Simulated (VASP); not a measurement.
A run of VASP 6.6.1:

File INCAR:

```
PREC = Accurate
ENCUT = 600
EDIFF = 1E-7
ISMEAR = -1
SIGMA = 0.1
LREAL = F
LASPH = T
NELM = 60
ALGO = Normal
ISIF = 3
LWAVE = F
LCHARG = F
GGA = PS
IBRION = 2
NSW = 60
EDIFFG = -0.005
PSTRESS = 400.0
```

The input KPOINTS:

```
regular mesh
0
Gamma
  14 14 13
```

File POSCAR:

```
TiSi
1.0
    3.1169484453      0.0000000000      0.0000000000
   -1.5584742227      2.6993565359      0.0000000000
    0.0000000000      0.0000000000      3.0546094764
Ti Si
1 1
Direct
    0.0000000000      0.0000000000      0.0000000000
    0.3333333333      0.6666666667      0.5000000000
```

Potentials or basis: VASP PAW PBE potentials, release 64 (Ti_sv, Si).

Command:

```bash
$ cat potpaw_PBE.64/Ti_sv/POTCAR potpaw_PBE.64/Si/POTCAR > POTCAR
$ mpirun -np 1 vasp_std > vasp.out
```

Hardware: 1 thread of Intel(R) Xeon(R) Platinum 8488C (Sapphire Rapids), on a shared host.

Question: How long does it take, and how much memory?

Answer: Wall time 5.9 min on 1 thread of Intel(R) Xeon(R) Platinum 8488C (Sapphire Rapids), with other jobs on the host, peak memory 0.23 GiB. Counts: scf iterations 131, k points 168, ion steps 13.
